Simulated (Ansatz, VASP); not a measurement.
**CdS: VASP beside Ansatz**

```xyz
2
Lattice="4.2612 0.0000 0.0000 -2.1306 3.6903 0.0000 0.0000 0.0000 5.8042" Properties=species:S:1:pos:R:3 pbc="T T T"
Cd    0.0000    0.0000    2.5695
S     2.1306    1.2301    2.5208
```

Alike in both runs: task relaxation of cell and atoms; functional PBEsol; k mesh 7 × 7 × 5; occupations fermi-dirac, width 0.05 eV; no spin polarisation.

|  | VASP | Ansatz |
| --- | --- | --- |
| version | VASP 6.6.1 | Ansatz 0.2.0 |
| potentials or method | VASP PAW PBE potentials, release 64 (Cd, S) | Ansatz PAW |
| plane-wave cutoff (eV) | 600 | 420 |
| valence electrons in the cell | 18 | 26 |

Ansatz gave:

| Item | Value |
| --- | --- |
| gap on the k mesh at the Fermi level, each at its own relaxed structure (eV) | 1.52 |
| relaxed volume (Å³/atom) | 44.05 |
| relaxed cell length with the largest relative difference (Å) | 4.186 |

Problem. Which values does VASP return?

Solution. gap on the k mesh at the Fermi level, each at its own relaxed structure (eV): 1.51; relaxed volume (Å³/atom): 44.26; relaxed cell length with the largest relative difference (Å): 4.197.

VASP's potentials were made for PBE, not for PBEsol. VASP's potentials hold 18 valence electrons a cell and Ansatz's 26, so a difference there can come from the potentials and not from the codes.

Noted on Ansatz's run: odd divisions of the mesh miss points on the zone boundary, where band edges often lie, so the gap on the mesh can be too wide; the plane-wave basis is chosen anew once the cell has moved, so the energies of steps on either side of that aren't comparable.
